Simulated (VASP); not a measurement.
A run of VASP 6.6.1 is set up as follows.

INCAR

```
SYSTEM = K
PREC = Accurate
ENCUT = 500
EDIFF = 1E-6
ISMEAR = -1
SIGMA = 0.1
LREAL = .False.
LASPH = .True.
NELM = 120
ALGO = Normal
ISIF = 2
LWAVE = .False.
LCHARG = .False.
GGA = PE
NELECT = 17.9
NBANDS = 16
GGA_COMPAT = .False.
```

KPOINTS

```
Automatic mesh
0
Gamma
  2 2 1
  0 0 0
```

Contents of POSCAR:

```
K
1.0
    2.4379623500     -4.0476104500      0.0000000000
    2.4379623500      4.0476104500      0.0000000000
    0.0000000000      0.0000000000      7.8117980100
K
2
Direct
    0.8206130200      0.1793869800      0.2500000000
    0.1793869800      0.8206130200      0.7500000000
```

Potentials or basis: VASP PAW PBE potentials, release 64 (K_sv).

Command:

```bash
$ cat potpaw_PBE.64/K_sv/POTCAR > POTCAR
$ mpirun -np 1 vasp_std > vasp.out
```

**Question.** What does it give for the largest force?

**Answer.** 0.010 eV/Å.

Forces in eV/Å, atoms in the order of the input:
```
K    0.000 -0.010  0.000
K    0.000  0.010  0.000
```

Caveat: the k points lie up to 0.80 Å⁻¹ apart; the cell carries a net charge on a neutralising background, which shifts energy and pressure.
